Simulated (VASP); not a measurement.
# Al4Ir (P4/mmm) in VASP: a series of runs, part 2 of 2

VASP 6.6.1. The steps go on from the part before.

## 3. Relaxation of cell and atoms, PBE

File INCAR:

```
  ALGO = Normal
  EDIFF = 1E-7
  EDIFFG = -0.04
  ENCUT = 560
  GGA = PE
  GGA_COMPAT = F
  IBRION = 2
  ISIF = 3
  ISMEAR = 0
  LASPH = T
  LCHARG = F
  LREAL = F
  LWAVE = F
  NELM = 120
  NELMIN = 4
  NSW = 90
  PREC = Accurate
  SIGMA = 0.1
```

File KPOINTS:

```
k-points
0
Gamma
  6 6 4
```

File POSCAR:

```
Al4Ir
1.0
    3.3763717900      0.0000000000      0.0000000000
    0.0000000000      3.3763717900      0.0000000000
    0.0000000000      0.0000000000      6.7038003700
Al Ir
4 1
Direct
    0.0000000000      0.0000000000      0.2622640100
    0.0000000000      0.0000000000      0.7377359900
    0.5000000000      0.5000000000      0.2301186400
    0.5000000000      0.5000000000      0.7698813600
    0.5000000000      0.5000000000      0.0000000000
```

Potentials or basis: VASP PAW PBE potentials, release 64 (Al, Ir_sv_GW).

Launch:

```sh
$ cat potpaw_PBE.64/Al/POTCAR potpaw_PBE.64/Ir_sv_GW/POTCAR > POTCAR
$ mpirun -np 1 vasp_std > vasp.out
```

OUTCAR:

```text
EDIFF = 1E-7
   EDIFFG = -0.04
   ENCUT = 560
   GGA = PE
   IBRION = 2
   ISIF = 3
   ISMEAR = 0
   LASPH = T
   LREAL = F
   NELM = 120
   NELMIN = 4
   NSW = 90
   PREC = Accurate

 ion  position               nearest neighbor table
   1  0.000  0.000  0.262-   3 2.40   3 2.40   3 2.40   3 2.40   5 2.96   5 2.96   5 2.96   5 2.96
                             2 3.19
   2  0.000  0.000  0.738-   4 2.40   4 2.40   4 2.40   4 2.40   5 2.96   5 2.96   5 2.96   5 2.96
                             1 3.19
   3  0.500  0.500  0.230-   5 1.54   1 2.40   1 2.40   1 2.40   1 2.40   4 3.09
   4  0.500  0.500  0.770-   5 1.54   2 2.40   2 2.40   2 2.40   2 2.40   3 3.09
   5  0.500  0.500  0.000-   3 1.54   4 1.54   1 2.96   2 2.96   1 2.96   2 2.96   1 2.96   2 2.96
                             1 2.96   2 2.96

 -----------------------------------------------------------------------------
|                                                                             |
|           W    W    AA    RRRRR   N    N  II  N    N   GGGG   !!!           |
|           W    W   A  A   R    R  NN   N  II  NN   N  G    G  !!!           |
|           W    W  A    A  R    R  N N  N  II  N N  N  G       !!!           |
|           W WW W  AAAAAA  RRRRR   N  N N  II  N  N N  G  GGG   !            |
|           WW  WW  A    A  R   R   N   NN  II  N   NN  G    G                |
|           W    W  A    A  R    R  N    N  II  N    N   GGGG   !!!           |
|                                                                             |
|     The distance between some ions is very small. Please check the          |
|     nearest-neighbor list in the OUTCAR file.                               |
|     I HOPE YOU KNOW WHAT YOU ARE DOING!                                     |
|                                                                             |
 -----------------------------------------------------------------------------

  LATTYP: Found a simple tetragonal cell.
 ALAT       =     3.3763717900
 C/A-ratio  =     1.9855042001

  Lattice vectors:

 A1 = (   3.3763717900,   0.0000000000,   0.0000000000)
 A2 = (   0.0000000000,   3.3763717900,   0.0000000000)
 A3 = (   0.0000000000,   0.0000000000,   6.7038003700)

Analysis of symmetry for initial positions (statically):
=====================================================================
 Subroutine PRICEL returns:
 Original cell was already a primitive cell.
[... 151 lines left out ...]
  Thomas-Fermi vector in A             =   2.321422
   LORBIT       =      0    0 simple, 1 ext, 2 COOP (PROOUT), +10 PAW based schemes
   GGA     = PE    functional components
   LHFCALC =     F    Hartree Fock is set to
   AEXX    =    0.0000 exact exchange contribution
   IVDW    =     0    specifies the selected vdW correction
   LEPSILON=     F    determine dielectric tensor
   LRPA    =     F    only Hartree local field effects (RPA)
 conjugate gradient relaxation of ions
 non-spin polarized calculation
 Gauss-broadening in eV      SIGMA  =   0.10
  energy-cutoff  :      560.00
  volume of cell :       76.42
 maximum number of plane-waves:      2353
 NGX is ok and might be reduce to    28
   NGX = 13   NGY = 13   NGZ = 25

--------------------------------------- Ionic step        1  -------------------------------------------

 number of electron      29.0000000 magnetization

 Free energy of the ion-electron system (eV)
  ---------------------------------------------------
  ext. energy  EPLUGINS =         0.00000000
  ---------------------------------------------------
  free energy    TOTEN  =         4.88545780 eV

  energy without entropy =        4.89355510  energy(sigma->0) =        4.88950645

------------------------ aborting loop because EDIFF is reached ----------------------------------------

  FORCE on cell =-STRESS in cart. coord.  units (eV):
  Direction    XX          YY          ZZ          XY          YZ          ZX
  --------------------------------------------------------------------------------------
  -------------------------------------------------------------------------------------
  Total       16.8676671     16.8676671    157.9781610      0.0000000     -0.0000000      0.0000000
  in kB      353.6258499    353.6258499   3311.9672767      0.0000000     -0.0000000      0.0000000
  external PRESSURE =    1339.7396588 kB  Pullay stress =       0.0000000 kB
[... 1125 lines left out ...]
     17       7.0685      0.00000
     18       9.9479      0.00000

 [... further k-points ...]

[... ionic steps 4 to 32 ...]

--------------------------------------- Ionic step       33  -------------------------------------------

 number of electron      29.0000000 magnetization

------------------------ aborting loop because EDIFF is reached ----------------------------------------
[... 73 lines left out ...]
--------------------------------------- Ionic step       35  -------------------------------------------

 number of electron      29.0000000 magnetization

 Free energy of the ion-electron system (eV)
  ---------------------------------------------------
  ext. energy  EPLUGINS =         0.00000000
  ---------------------------------------------------
  free energy    TOTEN  =       -25.81940030 eV

  energy without entropy =      -25.81010248  energy(sigma->0) =      -25.81475139

 E-fermi :   8.3757     XC(G=0): -10.8216

 val. band max:        8.3512252507   @ k =   0.3333   0.3333   0.5000
 cond. band min:       8.4758531230   @ k =   0.3333   0.3333   0.2500
 fundamental gap:      0.1246278724
 Fermi energy:         8.3756948545
[... 536 lines left out ...]
  FREE ENERGIE OF THE ION-ELECTRON SYSTEM (eV)
  ---------------------------------------------------
  free  energy   TOTEN  =       -25.8194003050 eV

  energy  without entropy=      -25.8101024815  energy(sigma->0) =      -25.81475139

 reached required accuracy - stopping structural energy minimisation
```

CONTCAR:

```text
Al4Ir
   1.00000000000000
     2.9271074290857761    0.0000000000000000    0.0000000000000000
    -0.0000000000000000    2.9271074290857766    0.0000000000000000
     0.0000000000000000   -0.0000000000000000    9.4820154883378400
  Al              Ir
     4     1
Direct
     0.0000000000000000    0.0000000000000000    0.1661126690150679
     0.0000000000000000    0.0000000000000000    0.8338873309849324
     0.5000000000000000    0.5000000000000000    0.6372133435234817
     0.5000000000000000    0.5000000000000000    0.3627866564765183
     0.5000000000000000    0.5000000000000000    0.0000000000000000

  0.00000000E+00  0.00000000E+00  0.00000000E+00
  0.00000000E+00  0.00000000E+00  0.00000000E+00
  0.00000000E+00  0.00000000E+00  0.00000000E+00
  0.00000000E+00  0.00000000E+00  0.00000000E+00
  0.00000000E+00  0.00000000E+00  0.00000000E+00
```

Wall time 43 min (1 thread of Intel Xeon Platinum 8259CL at 2.50GHz (Skylake/Cascade Lake), shared host); peak memory 0.24 GiB.

Results:

- Free energy: -25.8194 eV
- Relaxed volume: 16.25 Å³/atom
- Relaxed cell: a = 2.927 Å, b = 2.927 Å, c = 9.482 Å, α = 90.00°, β = 90.00°, γ = 90.00°
- Space group after relaxing (to 0.1 Å): P4/mmm (No. 123)
- Pressure after relaxing: -0.2 GPa
- Largest force after relaxing: 0.035 eV/Å
- Band gap on the k mesh: zero (an odd number of electrons rules out a gap without spin polarisation)

Forces in eV/Å, atoms in the order of the input:
```
Al   0.000  0.000 -0.023
Al   0.000  0.000  0.023
Al   0.000  0.000 -0.035
Al   0.000  0.000  0.035
Ir   0.000  0.000  0.000
```

Final structure:
```
Al Ir
1.0
     2.92711    0.00000    0.00000
     0.00000    2.92711    0.00000
     0.00000    0.00000    9.48202
Al Ir
4 1
Direct
  0.00000 0.00000 0.16611
  0.00000 0.00000 0.83389
  0.50000 0.50000 0.63721
  0.50000 0.50000 0.36279
  0.50000 0.50000 0.00000
```

Levels at points of the mesh, in eV from the Fermi level:
```tsv
k point	band 11	band 12	band 13	band 14	band 15	band 16	band 17	band 18
(0.00, 0.00, 0.00)	-2.05	-2.05	-1.72	-0.76	3.51	5.36	5.36	5.92
(0.50, 0.00, 0.00)	-3.47	-3.25	-2.70	-1.60	0.31	0.47	0.84	1.95
(0.50, 0.50, 0.00)	-0.86	-0.45	-0.41	-0.41	-0.25	-0.09	0.10	0.10
(0.00, 0.00, 0.50)	-2.05	-2.05	-0.76	-0.75	2.07	5.54	5.54	5.61
(0.50, 0.00, 0.50)	-2.83	-2.80	-2.70	-1.71	-1.60	0.70	1.48	3.16
(0.50, 0.50, 0.50)	-1.55	-1.27	-1.27	-0.54	0.34	1.06	1.28	1.28
```

Caveat: a cell axis changed by over 15 % at a fixed basis, so the end point is rough; spin-orbit coupling is left out, which moves the levels of the heavy elements.

The gap in the log of VASP goes by the Fermi energy; the results here count the filled bands.